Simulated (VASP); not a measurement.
Write the native input for VASP 6.6.1 that does the following.

| Item | Value |
| --- | --- |
| Task | relaxation of cell and atoms |
| Functional | PBE |
| Potentials or basis | VASP PAW PBE potentials, release 64 (Gd, N) |
| Cutoff | 600 eV |
| k mesh | 5 × 5 × 3 |
| Occupations | gaussian, width 0.15 eV |
| Spin | collinear spin, ferromagnetic start |
| Starting moments | [7.0, 7.0, 0.0, 0.0] μB |
| Dipole correction | no |
| Further INCAR settings | ALGO = Normal; EDIFF = 1e-07; IBRION = 2; EDIFFG = -0.08; NSW = 36; ISIF = 3 |

The structure of GdN lies in POSCAR:

```
GdN
1.0
    3.5206425700      0.0000000000      0.0000000000
   -1.7603212900      3.0489659000      0.0000000000
    0.0000000000      0.0000000000      5.7022846400
Gd N
2 2
Direct
    0.3333333300      0.6666666700      0.3849999900
    0.6666666700      0.3333333300      0.8849999900
    0.3333333300      0.6666666700      0.0000000000
    0.6666666700      0.3333333300      0.5000000000
```

The cell was built from a structure type or drawn by symmetry, and may not be a known phase.

These files were run (other wordings do the same):

INCAR

```
SYSTEM = GdN
PREC     = Accurate       ! precision mode
ENCUT    = 600            ! plane-wave cutoff, eV
EDIFF    = 1E-7           ! SCF threshold, eV
ISMEAR   = 0              ! smearing method
SIGMA    = 0.15           ! smearing width, eV
LREAL    = .FALSE.        ! projectors in reciprocal space
LASPH    = .TRUE.         ! aspherical terms in the spheres
NELM     = 150            ! most SCF steps
ALGO     = Normal         ! electronic algorithm
ISIF     = 3              ! what is computed and relaxed
LWAVE    = .FALSE.        ! write WAVECAR
LCHARG   = .FALSE.        ! write CHGCAR
ISPIN    = 2              ! spin polarisation
MAGMOM   = 7 7 0 0        ! initial moments
LORBIT   = 11             ! projections on sites
LMAXMIX  = 6              ! l up to which the mixer works
GGA      = PE             ! functional
IBRION   = 2              ! ionic algorithm
NSW      = 36             ! ionic steps
EDIFFG   = -0.08          ! ionic threshold
```

KPOINTS

```
Automatic mesh
0
G
  5 5 3
  0 0 0
```

Potentials or basis: VASP PAW PBE potentials, release 64 (Gd, N).

Run with:

```console
$ cat potpaw_PBE.64/Gd/POTCAR potpaw_PBE.64/N/POTCAR > POTCAR
$ mpirun -np 1 vasp_std > vasp.out
```

Results of the run:

The relaxed volume is 18.12 Å³/atom. The relaxed cell is a = 4.045 Å, b = 4.045 Å, c = 5.114 Å, α = 90.00°, β = 90.00°, γ = 120.00°, the space group after relaxing (to 0.1 Å) is P6_3mc (No. 186) and the energy gained by relaxing is 399.8 meV/atom. The ionic steps are 20, the pressure after relaxing is 0.0 GPa and the largest force after relaxing is 0.040 eV/Å. The band gap on the k mesh is 1.11 eV and the net moment is -14.00 μB per cell. The site moments are Gd -6.80; N +0.07 μB and the valence electrons inside the program's atomic spheres are Gd 15.25; N 3.65.

Caveat: the electronic state changed during the relaxation; the volume moved by over 15 % at a fixed basis, so the end points are rough; spin-orbit coupling is left out, which moves the levels of the heavy elements; an odd mesh through Γ misses points on the zone boundary, where band edges can lie; semilocal functionals describe open f shells poorly, which spoils levels, moments and volumes; the relaxation stopped at a loose force limit of 0.08 eV/Å, so its end isn't a converged minimum.

It took 61 min on 1 thread of Intel(R) Xeon(R) Platinum 8259CL CPU @ 2.50GHz (Skylake/Cascade Lake) (shared host), peak memory 0.27 GiB.
